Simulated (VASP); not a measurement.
# B3P (Pm-3m) in VASP: further runs, part 2 of 2

VASP 6.6.1. Earlier steps stand in the parts before.

### Step 4. Relaxation of cell and atoms, PBE

This run uses another cell than the first one, of 10.32 Å³/atom, 1.341 times its volume.

File INCAR:

```
  PREC = Accurate
  ENCUT = 500
  EDIFF = 1E-7
  ISMEAR = 0
  SIGMA = 0.1
  LREAL = F
  LASPH = T
  NELM = 120
  ALGO = Normal
  ISIF = 3
  LWAVE = F
  LCHARG = F
  GGA = PE
  IBRION = 2
  NSW = 90
  EDIFFG = -0.04
  GGA_COMPAT = F
  NELMIN = 4
```

File KPOINTS:

```
regular mesh
0
Gamma
  6 6 6
```

File POSCAR:

```
B3P
1.0
    3.4556955900      0.0000000000      0.0000000000
    0.0000000000      3.4556955900      0.0000000000
    0.0000000000      0.0000000000      3.4556955900
B P
3 1
Direct
    0.0000000000      0.5000000000      0.5000000000
    0.5000000000      0.0000000000      0.5000000000
    0.5000000000      0.5000000000      0.0000000000
    0.0000000000      0.0000000000      0.0000000000
```

Command:

```
$ cat potpaw_PBE.64/B/POTCAR potpaw_PBE.64/P/POTCAR > POTCAR
$ mpirun -np 1 vasp_std > vasp.out
```

Wall time 22 s (1 thread of Intel Xeon Platinum 8559C (Emerald Rapids), shared host); peak memory 0.15 GiB.

The run converged. Its results:

```
Free energy                            : -18.8126 eV
Relaxed volume                         : 7.66 Å³/atom
Relaxed cell                           : a = 3.130 Å, b = 3.130 Å, c = 3.130 Å, α = 90.00°, β = 90.00°, γ = 90.00°
Space group after relaxing (to 0.05 Å) : Pm-3m (No. 221)
Energy gained by relaxing              : 267.3 meV/atom
Ionic steps                            : 4
Pressure after relaxing                : 0.1 GPa
Band gap on the k mesh                 : zero (band 7 reaches 12.91 eV, above the bottom of band 8 at 4.32 eV)
```

The path:
| step | energy change (eV) | largest force (eV/Å) | pressure (GPa) | volume (Å³) |
| --- | --- | --- | --- | --- |
| 1 | 0.0000 | 0.0000 | -24.52 | 41.27 |
| 2 | -1.0217 | 0.0000 | -7.92 | 32.54 |
| 3 | -1.0676 | 0.0000 | -1.62 | 31.01 |
| 4 | -1.0693 | 0.0000 | 0.09 | 30.65 |

Final structure:
```yaml
crystal:
  lattice:
    - [3.12950, 0.00000, 0.00000]
    - [0.00000, 3.12950, 0.00000]
    - [0.00000, 0.00000, 3.12950]
  atoms:
    - { symbol: B, position: [0.00000, 0.50000, 0.50000] }
    - { symbol: B, position: [0.50000, 0.00000, 0.50000] }
    - { symbol: B, position: [0.50000, 0.50000, 0.00000] }
    - { symbol: P, position: [0.00000, 0.00000, 0.00000] }
```

Levels at points of the mesh, in eV from the Fermi level:
| k point | band 5 | band 6 | band 7 | band 8 | band 9 | band 10 |
| --- | --- | --- | --- | --- | --- | --- |
| (0.00, 0.00, 0.00) | -3.46 | -2.94 | -2.94 | 3.88 | 3.88 | 3.88 |
| (0.50, 0.00, 0.00) | -3.52 | -3.52 | -1.88 | -0.55 | -0.46 | 1.03 |
| (0.50, 0.50, 0.00) | -0.76 | -0.74 | -0.74 | 0.69 | 0.88 | 2.78 |
| (0.50, 0.50, 0.50) | -8.31 | -6.83 | -6.83 | -6.83 | 9.41 | 9.41 |

Caveat: the volume moved by over 15 % at a fixed basis, so the end points are rough.

### Step 5. Single point, PBE

This run uses another cell than the first one, of 7.74 Å³/atom, 1.006 times its volume.

File INCAR:

```
SYSTEM = B3P
ALGO = Normal ; EDIFF = 1E-6
ENCUT = 500 ; GGA = PE
GGA_COMPAT = .FALSE. ; ISIF = 2
ISMEAR = 0 ; LASPH = .TRUE.
LCHARG = .FALSE. ; LREAL = .FALSE.
LWAVE = .FALSE. ; NBANDS = 15
NELM = 120 ; PREC = Accurate
SIGMA = 0.1
```

File KPOINTS:

```
k-points
0
G
  14 14 14
  0 0 0
```

File POSCAR:

```
B3P
1.0
    3.1404238570      0.0000000000      0.0000000000
    0.0000000000      3.1404238570      0.0000000000
    0.0000000000      0.0000000000      3.1404238570
B P
3 1
Direct
    0.0000000000      0.5000000000      0.5000000000
    0.5000000000      0.0000000000      0.5000000000
    0.5000000000      0.5000000000      0.0000000000
    0.0000000000      0.0000000000      0.0000000000
```

Potentials or basis: VASP PAW PBE potentials, release 64 (B, P).

Command:

```
$ cat potpaw_PBE.64/B/POTCAR potpaw_PBE.64/P/POTCAR > POTCAR
$ mpirun -np 1 vasp_std > vasp.out
```

OUTCAR:

```text
SYSTEM = B3P
   EDIFF = 1E-6
   ENCUT = 500
   GGA = PE
   ISIF = 2
   ISMEAR = 0
   LASPH = .TRUE.
   LREAL = .FALSE.
   NELM = 120
   PREC = Accurate

 ion  position               nearest neighbor table
   1  0.000  0.500  0.500-   4 2.22   4 2.22   4 2.22   4 2.22
   2  0.500  0.000  0.500-   4 2.22   4 2.22   4 2.22   4 2.22
   3  0.500  0.500  0.000-   4 2.22   4 2.22   4 2.22   4 2.22
   4  0.000  0.000  0.000-   1 2.22   2 2.22   3 2.22   1 2.22   2 2.22   1 2.22   3 2.22   1 2.22
                             2 2.22   3 2.22   2 2.22   3 2.22

  LATTYP: Found a simple cubic cell.
 ALAT       =     3.1404238570

  Lattice vectors:

 A1 = (   3.1404238570,   0.0000000000,   0.0000000000)
 A2 = (   0.0000000000,   3.1404238570,   0.0000000000)
 A3 = (   0.0000000000,   0.0000000000,   3.1404238570)

Analysis of symmetry for initial positions (statically):
=====================================================================
 Subroutine PRICEL returns:
 Original cell was already a primitive cell.

 Routine SETGRP: Setting up the symmetry group for a
 simple cubic supercell.

 Subroutine GETGRP returns: Found 48 space group operations
[... 181 lines left out ...]
      3       3.7362      2.00000
      4       3.7362      2.00000
      5       7.5092      2.00000
      6       8.0831      2.00000
      7       8.0831      2.00000
      8      14.8599      0.00000
      9      14.8599      0.00000
     10      14.8599      0.00000
     11      15.4933      0.00000
     12      15.4933      0.00000
     13      15.4933      0.00000
     14      20.8014      0.00000
[... 401 lines left out ...]
      2      -1.4282      2.00000
      3       2.0789      2.00000
      4       5.8210      2.00000
      5       6.1236      2.00000
      6       9.7456      2.00000
      7      10.0392      2.00000
      8      12.7138      0.00000
      9      13.4648      0.00000
     10      13.7611      0.00000
     11      15.1406      0.00000
     12      16.0589      0.00000
     13      16.7114      0.00000
     14      17.3076      0.00000
     15      18.2561      0.00000

 [... further k-points ...]
[... 5 lines left out ...]
  --------------------------------------------------------------------------------------
  -------------------------------------------------------------------------------------
  Total       -0.0543740     -0.0543740     -0.0543740     -0.0000000      0.0000000      0.0000000
  in kB       -2.8127879     -2.8127879     -2.8127879     -0.0000000      0.0000000      0.0000000
  external PRESSURE =      -2.8127879 kB  Pullay stress =       0.0000000 kB

 VOLUME and BASIS-vectors are now :
 -----------------------------------------------------------------------------
  energy-cutoff  :      500.00
  volume of cell :       30.97
      direct lattice vectors                 reciprocal lattice vectors
     3.140423857  0.000000000  0.000000000     0.318428354  0.000000000  0.000000000
     0.000000000  3.140423857  0.000000000     0.000000000  0.318428354  0.000000000
     0.000000000  0.000000000  3.140423857     0.000000000  0.000000000  0.318428354

 POSITION                                       TOTAL-FORCE (eV/Angst)
 -----------------------------------------------------------------------------------
      0.00000      1.57021      1.57021         0.000000      0.000000      0.000000
      1.57021      0.00000      1.57021         0.000000      0.000000      0.000000
      1.57021      1.57021      0.00000         0.000000      0.000000      0.000000
      0.00000      0.00000      0.00000         0.000000      0.000000      0.000000
 -----------------------------------------------------------------------------------
    total drift:                                0.000000     -0.000000     -0.000000

  FREE ENERGIE OF THE ION-ELECTRON SYSTEM (eV)
  ---------------------------------------------------
  free  energy   TOTEN  =       -18.8521214608 eV

  energy  without entropy=      -18.8457233396  energy(sigma->0) =      -18.84892240
```

OSZICAR:

```text
N       E                     dE             d eps       ncg     rms          rms(c)
DAV:   1     0.176542140694E+02    0.17654E+02   -0.61881E+03  3608   0.804E+02
DAV:   2    -0.178518064541E+02   -0.35506E+02   -0.32432E+02  5008   0.146E+02
DAV:   3    -0.189819545821E+02   -0.11301E+01   -0.11190E+01  4552   0.208E+01
DAV:   4    -0.189863227545E+02   -0.43682E-02   -0.43668E-02  4286   0.150E+00
DAV:   5    -0.189863512209E+02   -0.28466E-04   -0.28466E-04  4602   0.110E-01    0.905E+00
DAV:   6    -0.188698607865E+02    0.11649E+00   -0.15075E-01  4202   0.206E+00    0.543E+00
DAV:   7    -0.188538029366E+02    0.16058E-01   -0.64597E-02  4573   0.137E+00    0.957E-01
DAV:   8    -0.188521374335E+02    0.16655E-02   -0.51111E-03  4568   0.442E-01    0.209E-01
DAV:   9    -0.188521226170E+02    0.14817E-04   -0.33266E-04  4118   0.133E-01    0.700E-02
DAV:  10    -0.188521212240E+02    0.13930E-05   -0.51130E-06  4601   0.153E-02    0.218E-02
DAV:  11    -0.188521214608E+02   -0.23684E-06   -0.11857E-06  2298   0.688E-03
   1 F= -.18852121E+02 E0= -.18848922E+02  d E =-.639812E-02
```

Wall time 18 s (1 thread of Intel Xeon Platinum 8559C (Emerald Rapids), shared host); peak memory 0.17 GiB.

Results:

```yaml
Free_energy: -18.8521 eV
Pressure: -0.3 GPa
Band_gap_on_the_k_mesh: zero (band 7 reaches 12.49 eV, above the bottom of band 8 at 4.20 eV)
```

Levels at points of the mesh, in eV from the Fermi level:
| k point | band 5 | band 6 | band 7 | band 8 | band 9 | band 10 |
| --- | --- | --- | --- | --- | --- | --- |
| (0.00, 0.00, 0.00) | -3.39 | -2.82 | -2.82 | 3.96 | 3.96 | 3.96 |
| (0.50, 0.00, 0.00) | -3.37 | -3.37 | -1.72 | -0.43 | -0.42 | 1.06 |
| (0.50, 0.50, 0.00) | -0.65 | -0.61 | -0.61 | 0.80 | 0.95 | 2.78 |
| (0.50, 0.50, 0.50) | -8.13 | -6.70 | -6.70 | -6.70 | 9.43 | 9.43 |

### Step 6. Summary

| task | cell | k mesh | gap on the mesh (eV) | pressure (GPa) |
| --- | --- | --- | --- | --- |
| single point | a = 3.134 Å, 4 atoms | 6 × 6 × 6 | none | -0.5 |
| single point | a = 3.456 Å, 4 atoms | 6 × 6 × 6 | none | -24.5 |
| relaxation of cell and atoms | relaxed from a = 3.456 Å, 4 atoms | 6 × 6 × 6 | none | 0.1 |
| single point | a = 3.140 Å, 4 atoms | 14 × 14 × 14 | none | -0.3 |

Alike in all rows: level PBE; potentials or basis VASP PAW PBE potentials, release 64 (B, P); no spin polarisation; cutoff (eV) 500; smearing gaussian 0.1 eV.

Caveats: the volume moved by over 15 % at a fixed basis, so the end points are rough (some runs).

Total energies depend on the potentials used, so only differences within one code and one set of settings carry meaning.
